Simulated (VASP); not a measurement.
The system is HfMoC2.

```
Hf Mo C
1.0
     3.19142    0.00000    0.00000
     0.00000    3.19142    0.00000
     0.00000    0.00000    4.48516
Hf Mo C
1 1 2
Cartesian
  0.0000 0.0000 0.0000
  1.5957 1.5957 2.2426
  1.5957 1.5957 0.0000
  0.0000 0.0000 2.2426
```

- Program: VASP 6.6.1
- Task: relaxation of cell and atoms
- Functional: PBEsol
- Potentials or basis: VASP PAW PBE potentials, release 64 (Hf_pv, Mo_sv, C)
- Cutoff: 600 eV
- k mesh: 8 × 8 × 6
- Occupations: fermi-dirac, width 0.05 eV
- Spin: no spin polarisation
- Hubbard terms: Hf d U = 6.0 eV, Mo d U = 6.0 eV

At the start: pressure 8.7 GPa; volume 11.42 Å³/atom.

Problem. How do energy, volume and symmetry change on relaxing?

Solution. Over 5 steps the energy falls by 9.5 meV/atom and the volume is 11.78 Å³/atom (+3.1 %); space group P4/mmm (No. 123, to 0.05 Å).

The path:
```csv
step,energy change (eV),largest force (eV/Å),pressure (GPa),volume (Å³)
1,0.0000,0.0000,8.67,45.68
2,0.0842,0.0000,-13.40,49.89
3,-0.0378,0.0000,-0.14,47.14
4,-0.0378,0.0000,0.02,47.11
5,-0.0379,0.0000,0.02,47.12
```

Final structure:
```xyz
4
Lattice="3.2239 0.0000 0.0000 0.0000 3.2239 0.0000 0.0000 0.0000 4.5334" Properties=species:S:1:pos:R:3 pbc="T T T"
Hf    0.0000    0.0000    4.5334
Mo    1.6119    1.6119    2.2667
C     1.6119    1.6119    4.5334
C     0.0000    0.0000    2.2667
```

Caveat: the PAW data sets were made with another functional, which shifts forces and pressure a little; U without spin polarisation on a metal has little footing; the U is typed as a test and isn't derived for this compound.
